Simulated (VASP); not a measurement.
Li2O3, 10 atoms in the cell. It takes space group Pn-3m (No. 224, cubic). Conventional cell: a = 4.504 Å, b = 4.504 Å, c = 4.504 Å, α = 90.00°, β = 90.00°, γ = 90.00°. Li (site symmetry -3m) has 6 O at 1.95 Å within 2.6 Å. O (site symmetry -42m) has 4 Li at 1.95 Å and 4 O at 2.25 Å within 2.6 Å. 

```yaml
Program: VASP 6.6.1
Task: single point
Functional: PBE
Potentials_or_basis: VASP PAW PBE potentials, release 64 (Li_sv, O)
Cutoff: 520 eV
k_mesh: 8 × 8 × 8
Occupations: fermi-dirac, width 0.0612256 eV
Spin: no spin polarisation
Dipole_correction: no
Further_INCAR_settings: ALGO = Normal; EDIFF = 1e-06; NBANDS = 35
```

Potentials or basis: VASP PAW PBE potentials, release 64 (Li_sv, O).

Run with:

```bash
$ cat potpaw_PBE.64/Li_sv/POTCAR potpaw_PBE.64/O/POTCAR > POTCAR
$ mpirun -np 1 vasp_std > vasp.out
```

Hardware: 1 thread of Intel(R) Xeon(R) 6975P-C (Granite Rapids) (shared host).

Problem. How long does it take, and how much memory?

Solution. Wall time 49 s on 1 thread of Intel(R) Xeon(R) 6975P-C (Granite Rapids), on a shared host, peak memory 0.23 GiB. Counts: scf iterations 13, k points 35.
